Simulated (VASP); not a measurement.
# GaP in VASP: further runs

The runs below take GaP through electric field gradients, with PBEsol.

Everything below comes from runs of VASP 6.6.1. Logs are shortened: lines on timing, memory, paths and dates and some standing lists are left out, and cuts for length are marked.

## 1. The cell of the first run

The structure is cubic, space group F-43m (No. 216). Conventional cell: a = 5.557 Å, b = 5.557 Å, c = 5.557 Å, α = 90.00°, β = 90.00°, γ = 90.00°. Within 3.2 Å of Ga (site symmetry -43m) lie 4 P at 2.41 Å. P (site symmetry -43m) has 4 Ga at 2.41 Å within 3.2 Å.

## 2. Electric field gradients, PBEsol (volume scaled by 1.06)

Input file INCAR:

```
SYSTEM = GaP
PREC = Accurate ; ENCUT = 520
EDIFF = 1E-8 ; ISMEAR = -1
SIGMA = 0.08 ; LREAL = .FALSE.
LASPH = .TRUE. ; NELM = 60
ALGO = Normal ; ISIF = 2
LWAVE = .FALSE. ; LCHARG = .FALSE.
GGA = PS ; LEFG = .TRUE.
NBANDS = 16
```

Input file KPOINTS:

```
Automatic mesh
0
G
  12 12 12
  0 0 0
```

Input file POSCAR:

```
GaP
1.0
    0.0000000000      2.7786998443      2.7786998443
    2.7786998443      0.0000000000      2.7786998443
    2.7786998443      2.7786998443      0.0000000000
Ga P
1 1
Direct
    0.0000000000      0.0000000000      0.0000000000
    0.7500000000      0.7500000000      0.7500000000
```

Potentials or basis: VASP PAW PBE potentials, release 64 (Ga_d, P).

Started as:

```sh
cat potpaw_PBE.64/Ga_d/POTCAR potpaw_PBE.64/P/POTCAR > POTCAR
mpirun -np 1 vasp_std > vasp.out
```

OUTCAR:

```text
SYSTEM = GaP
   PREC = Accurate
   ENCUT = 520
   EDIFF = 1E-8
   ISMEAR = -1
   LREAL = .FALSE.
   LASPH = .TRUE.
   NELM = 60
   ISIF = 2
   GGA = PS

 ion  position               nearest neighbor table
   1  0.000  0.000  0.000-   2 2.41   2 2.41   2 2.41   2 2.41
   2  0.750  0.750  0.750-   1 2.41   1 2.41   1 2.41   1 2.41

  LATTYP: Found a face centered cubic cell.
 ALAT       =     5.5573996886

  Lattice vectors:

 A1 = (   0.0000000000,   2.7786998443,   2.7786998443)
 A2 = (   2.7786998443,   0.0000000000,   2.7786998443)
 A3 = (   2.7786998443,   2.7786998443,   0.0000000000)

Analysis of symmetry for initial positions (statically):
[... 5 lines left out ...]
 face centered cubic supercell.

 Subroutine GETGRP returns: Found 24 space group operations
 (whereof 24 operations were pure point group operations)
 out of a pool of 48 trial point group operations.

The static configuration has the point symmetry T_d .

Analysis of symmetry for dynamics (positions and initial velocities):
[... 5 lines left out ...]
 face centered cubic supercell.

 Subroutine GETGRP returns: Found 24 space group operations
 (whereof 24 operations were pure point group operations)
 out of a pool of 48 trial point group operations.

The dynamic configuration has the point symmetry T_d .

 Subroutine INISYM returns: Found 24 space group operations
 (whereof 24 operations are pure point group operations),
 and found     1 'primitive' translations

----------------------------------------------------------------------------------------

                                     Primitive cell

  volume of cell :      42.9096

  direct lattice vectors                    reciprocal lattice vectors
     0.000000000  2.778699844  2.778699844    -0.179940270  0.179940270  0.179940270
     2.778699844  0.000000000  2.778699844     0.179940270 -0.179940270  0.179940270
     2.778699844  2.778699844  0.000000000     0.179940270  0.179940270 -0.179940270

  length of vectors
     3.929675006  3.929675006  3.929675006     0.311665690  0.311665690  0.311665690

  position of ions in fractional coordinates (direct lattice)
     0.000000000  0.000000000  0.000000000
     0.750000000  0.750000000  0.750000000

  ion indices of the primitive-cell ions
   primitive index   ion index
                 1           1
                 2           2

----------------------------------------------------------------------------------------

 KPOINTS: Automatic mesh

Automatic generation of k-mesh.
 Grid dimensions read from file:
 generate k-points for:   12   12   12

 Generating k-lattice:

  Cartesian coordinates                     Fractional coordinates (reciprocal lattice)
    -0.014995022  0.014995022  0.014995022     0.083333333  0.000000000  0.000000000
     0.014995022 -0.014995022  0.014995022     0.000000000  0.083333333  0.000000000
     0.014995022  0.014995022 -0.014995022     0.000000000  0.000000000  0.083333333

  Length of vectors
     0.025972141  0.025972141  0.025972141

  Shift w.r.t. Gamma in fractional coordinates (k-lattice)
     0.000000000  0.000000000  0.000000000

 Subroutine IBZKPT returns following result:
 ===========================================

 Found     72 irreducible k-points:

 Following reciprocal coordinates:
            Coordinates               Weight
  0.000000  0.000000  0.000000      1.000000
  0.083333  0.000000  0.000000      8.000000
  0.166667  0.000000  0.000000      8.000000
  0.250000  0.000000  0.000000      8.000000
  0.333333  0.000000  0.000000      8.000000
  0.416667  0.000000  0.000000      8.000000
[... 16 lines left out ...]
  0.500000  0.166667  0.000000     24.000000
 -0.416667  0.166667  0.000000     24.000000
 [... further k-points ...]
   k-points           NKPTS =     72   k-points in BZ     NKDIM =     72   number of bands    NBANDS=     16
   number of dos      NEDOS =    301   number of ions     NIONS =      2
   total plane-waves  NPLWV =  27000
   dimension x,y,z NGX =    30 NGY =   30 NGZ =   30
   dimension x,y,z NGXF=    60 NGYF=   60 NGZF=   60
   ions per type =               1   1
   NGX,Y,Z   is equivalent  to a cutoff of  12.69, 12.69, 12.69 a.u.
   NGXF,Y,Z  is equivalent  to a cutoff of  25.38, 25.38, 25.38 a.u.
 SYSTEM =  GaP
   PREC   = accura    normal or accurate (medium, high low for compatibility)
   ISTART =      0    job   : 0-new  1-cont  2-samecut
   ICHARG =      2    charge: 1-file 2-atom 10-const
   ISPIN  =      1    spin polarized calculation?
   LNONCOLLINEAR =      F non collinear calculations
   LSORBIT =      F    spin-orbit coupling
   LASPH  =      T    aspherical Exc in radial PAW
   ENCUT  =  520.0 eV  38.22 Ry    6.18 a.u.   7.31  7.31  7.31*2*pi/ulx,y,z
   NELM   =     60;   NELMIN=  2; NELMDL= -5     # of ELM steps
   EDIFF  = 0.1E-07   stopping-criterion for ELM
   LREAL  =      F    real-space projection
   EDIFFG = 0.1E-06   stopping-criterion for IOM
   NSW    =      0    number of steps for IOM
   IBRION =     -1    ionic relax: 0-MD 1-quasi-New 2-CG
   NFREE  =      0    steps in history (QN), initial steepest desc. (CG)
   ISIF   =      2    stress and relaxation
   ISYM   =      2    0-nonsym 1-usesym 2-fastsym
   POTIM  = 0.5000    time-step for ionic-motion
   TEBEG  =    0.0;   TEEND  =   0.0 temperature during run
   PSTRESS=    0.0 pullay stress
   NELECT =      18.0000    total number of electrons
   NUPDOWN=      -1.0000    fix difference up-down
   EMIN   =  10.00;   EMAX   =-10.00  energy-range for DOS
   EFERMI =   0.00;   METHOD = LEGACY
   ISMEAR =    -1;   SIGMA  =   0.08  broadening in eV -4-tet -1-fermi 0-gaus
   EFERMI_NEDOS =   21; number of points for ismear=-14 and -15
   IALGO  =     38    algorithm
   IMIX   =      4    mixing-type and parameters
     AMIX     =   0.40;   BMIX     =  1.00
     AMIX_MAG =   1.60;   BMIX_MAG =  1.00
  volume/ion in A,a.u.               =      21.45       144.78
  Fermi-wavevector in a.u.,A,eV,Ry     =   1.225502  2.315863 20.433980  1.501855
  Thomas-Fermi vector in A             =   2.360538
   LORBIT       =      0    0 simple, 1 ext, 2 COOP (PROOUT), +10 PAW based schemes
   GGA     = PS    functional components
   LHFCALC =     F    Hartree Fock is set to
   AEXX    =    0.0000 exact exchange contribution
   IVDW    =     0    specifies the selected vdW correction
   LEPSILON=     F    determine dielectric tensor
   LRPA    =     F    only Hartree local field effects (RPA)
 non-spin polarized calculation
  energy-cutoff  :      520.00
  volume of cell :       42.91
 maximum number of plane-waves:      1185
 NGX is ok and might be reduce to    30
   NGX = 15   NGY = 15   NGZ = 15

 number of electron      18.0000013 magnetization

 Free energy of the ion-electron system (eV)
  ---------------------------------------------------
  ext. energy  EPLUGINS =         0.00000000
  ---------------------------------------------------
  free energy    TOTEN  =        -9.88076378 eV

  energy without entropy =       -9.88075985  energy(sigma->0) =       -9.88076182

 E-fermi :   4.6852     XC(G=0):  -9.7605

 val. band max:        3.9903215988   @ k =   0.0000   0.0000   0.0000
 cond. band min:       5.2700824570   @ k =   0.0000   0.0000   0.0000
 fundamental gap:      1.2797608581
 Fermi energy:         4.6852350739

 k-point     1 :       0.0000    0.0000    0.0000
  band No.  band energies     occupation
      1     -10.4590      2.00000
      2     -10.4590      2.00000
      3     -10.4590      2.00000
      4     -10.3749      2.00000
      5     -10.3749      2.00000
      6      -8.1079      2.00000
[... 8 lines left out ...]
     15      13.6761      0.00000
     16      13.6761      0.00000

 k-point     2 :       0.0833    0.0000    0.0000
  band No.  band energies     occupation
      1     -10.4638      2.00000
      2     -10.4572      2.00000
      3     -10.4572      2.00000
      4     -10.3749      2.00000
      5     -10.3749      2.00000
      6      -8.0236      2.00000
[... 8 lines left out ...]
     15      13.3145      0.00000
     16      13.3145      0.00000

 k-point     3 :       0.1667    0.0000    0.0000
  band No.  band energies     occupation
      1     -10.4765      2.00000
      2     -10.4525      2.00000
      3     -10.4525      2.00000
      4     -10.3748      2.00000
      5     -10.3748      2.00000
      6      -7.7762      2.00000
[... 8 lines left out ...]
     15      12.8562      0.00000
     16      13.5832      0.00000
[... 362 lines left out ...]
 k-point    23 :       0.5000    0.1667    0.0000
  band No.  band energies     occupation
      1     -10.5271      2.00000
      2     -10.4341      2.00000
      3     -10.4290      2.00000
      4     -10.3781      2.00000
      5     -10.3669      2.00000
      6      -6.0672      2.00000
[... 8 lines left out ...]
     15      15.4743      0.00000
     16      15.7985      0.00000

 k-point    24 :      -0.4167    0.1667    0.0000
  band No.  band energies     occupation
      1     -10.5266      2.00000
      2     -10.4345      2.00000
      3     -10.4299      2.00000
      4     -10.3745      2.00000
      5     -10.3700      2.00000
      6      -5.9992      2.00000
[... 8 lines left out ...]
     15      14.1478      0.00000
     16      15.5834      0.00000

 [... further k-points ...]
[... 5 lines left out ...]
  --------------------------------------------------------------------------------------
  -------------------------------------------------------------------------------------
  Total       -1.2823429     -1.2823429     -1.2823429     -0.0000000      0.0000000     -0.0000000
  in kB      -47.8806307    -47.8806307    -47.8806307     -0.0000000      0.0000000     -0.0000000
  external PRESSURE =     -47.8806307 kB  Pullay stress =       0.0000000 kB

 VOLUME and BASIS-vectors are now :
 -----------------------------------------------------------------------------
  energy-cutoff  :      520.00
  volume of cell :       42.91
      direct lattice vectors                 reciprocal lattice vectors
     0.000000000  2.778699844  2.778699844    -0.179940270  0.179940270  0.179940270
     2.778699844  0.000000000  2.778699844     0.179940270 -0.179940270  0.179940270
     2.778699844  2.778699844  0.000000000     0.179940270  0.179940270 -0.179940270

 POSITION                                       TOTAL-FORCE (eV/Angst)
 -----------------------------------------------------------------------------------
      0.00000      0.00000      0.00000         0.000000      0.000000     -0.000000
      4.16805      4.16805      4.16805        -0.000000     -0.000000      0.000000
 -----------------------------------------------------------------------------------
    total drift:                               -0.000000     -0.000000     -0.000000

  FREE ENERGIE OF THE ION-ELECTRON SYSTEM (eV)
  ---------------------------------------------------
  free  energy   TOTEN  =        -9.8807637804 eV

  energy  without entropy=       -9.8807598505  energy(sigma->0) =       -9.88076182

 Electric field gradients (V/A^2)
---------------------------------------------------------------------
 ion       V_xx      V_yy      V_zz      V_xy      V_xz      V_yz
---------------------------------------------------------------------
   1      -0.000    -0.000    -0.000    -0.003    -0.003    -0.003
   2       0.000    -0.000     0.000    -0.000    -0.000    -0.000
---------------------------------------------------------------------

 Electric field gradients after diagonalization (V/A^2)
 (convention: |V_zz| > |V_xx| > |V_yy|)
----------------------------------------------------------------------
 ion       V_xx      V_yy      V_zz     asymmetry (V_yy - V_xx)/ V_zz
----------------------------------------------------------------------
   1       0.003     0.003    -0.007       0.000
   2       0.000     0.000    -0.001       0.000
----------------------------------------------------------------------

           NMR quadrupolar parameters

 Cq : quadrupolar parameter    Cq=e*Q*V_zz/h
 eta: asymmetry parameters     (V_yy - V_xx)/ V_zz
 Q  : nuclear electric quadrupole moment in mb (millibarn)
----------------------------------------------------------------------
 ion       Cq(MHz)       eta       Q (mb)
----------------------------------------------------------------------
   1      -0.000       0.000       1.000
   2      -0.000       0.000       1.000
----------------------------------------------------------------------
```

It took 28 s on 1 thread of AMD EPYC 9R45 (Zen 5), shared host; peak memory 0.17 GiB.

Results:

- Free energy: -9.8808 eV
- Pressure: -4.8 GPa
- Band gap on the k mesh: 1.28 eV, direct

Caveat: without QUAD_EFG the Cq values of the log hold for a quadrupole moment of 1 mb, not for the nuclei; the PAW data sets were made with another functional, which shifts forces and pressure a little.

[end of part 1 of 3]
